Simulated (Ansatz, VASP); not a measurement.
# Two plane-wave programs on Al2Cu

File INCAR:

```
PREC     = Accurate       # precision mode
ENCUT    = 600            # plane-wave cutoff, eV
EDIFF    = 1E-7           # SCF threshold, eV
ISMEAR   = 0              # smearing method
SIGMA    = 0.1            # smearing width, eV
LREAL    = F              # projectors in reciprocal space
LASPH    = T              # aspherical terms in the spheres
NELM     = 80             # most SCF steps
ALGO     = Fast           # electronic algorithm
ISIF     = 3              # what is computed and relaxed
LWAVE    = F              # write WAVECAR
LCHARG   = F              # write CHGCAR
GGA      = CA             # functional
IBRION   = 2              # ionic algorithm
NSW      = 100            # ionic steps
EDIFFG   = -0.002         # ionic threshold
```

Contents of KPOINTS:

```
Automatic mesh
0
Gamma
  10 10 10
```

The input POSCAR:

```
Al2Cu
1.0
   -2.9988978300      2.9988978300      2.3927372900
    2.9988978300     -2.9988978300      2.3927372900
    2.9988978300      2.9988978300     -2.3927372900
Al Cu
4 2
Direct
    0.3413930800      0.1586069200      0.5000000000
    0.1586069200      0.6586069200      0.8172138400
    0.8413930800      0.3413930800      0.1827861600
    0.6586069200      0.8413930800      0.5000000000
    0.7500000000      0.7500000000      0.0000000000
    0.2500000000      0.2500000000      0.0000000000
```

Input for Ansatz:

```yaml
crystal:
  lattice:
    - [-2.99889783, 2.99889783, 2.39273729]
    - [2.99889783, -2.99889783, 2.39273729]
    - [2.99889783, 2.99889783, -2.39273729]
  atoms:
    - { symbol: Al, position: [0.34139308, 0.15860692, 0.5] }
    - { symbol: Al, position: [0.15860692, 0.65860692, 0.81721384] }
    - { symbol: Al, position: [0.84139308, 0.34139308, 0.18278616] }
    - { symbol: Al, position: [0.65860692, 0.84139308, 0.5] }
    - { symbol: Cu, position: [0.75, 0.75, 0.0] }
    - { symbol: Cu, position: [0.25, 0.25, 0.0] }
basis:
  ecutwfc: 420
kpoints:
  mp_grid: { grid: [10, 10, 10] }
hamiltonian:
  xc: lda
  pseudopotentials: { kind: paw, azcp: { folder: soft_1 } }
scf:
  occupations: { method: gaussian, width: 0.1 }
output:
  forces: true
  stress: true
  eigenvalues: true
  write_density: true
  write_potential: true
  elf: true
  volumetric_format: npy
relax:
  adjacent_minimum: "off"
  f_tol: 0.002
  max_steps: 80
  cell: { stress_tol: 0.02 }
```

Alike in both runs: task relaxation of cell and atoms; functional LDA; k mesh 10 × 10 × 10; occupations gaussian, width 0.1 eV; no spin polarisation.

|  | VASP | Ansatz |
| --- | --- | --- |
| version | VASP 6.6.1 | Ansatz 0.2.0 |
| potentials or method | VASP PAW LDA potentials, release 64 (Al, Cu), cutoff 600 eV | scalar-relativistic, plane waves, PAW |
| valence electrons in the cell | 34 | 50 |

Ansatz gave:

```
gap on the k mesh at the Fermi level, each at its own relaxed structure (eV)  : none
relaxed volume (Å³/atom)                                                      : 14.03
relaxed length of the cell vector where the two differ most in proportion (Å) : 4.829
```

Problem. Estimate VASP's values.

Solution. gap on the k mesh at the Fermi level, each at its own relaxed structure (eV): none; relaxed volume (Å³/atom): 14.08; relaxed length of the cell vector where the two differ most in proportion (Å): 4.834.

Ansatz warns that its potentials were made for another functional, while VASP's fit it. LDA's correlation is that of Perdew and Zunger in VASP and of Perdew and Wang (1992) in Ansatz. A gap of «none» marks a metal or a gap that the smearing closes. VASP's potentials hold 34 valence electrons a cell and Ansatz's 50, so a difference there can come from the potentials and not from the codes.
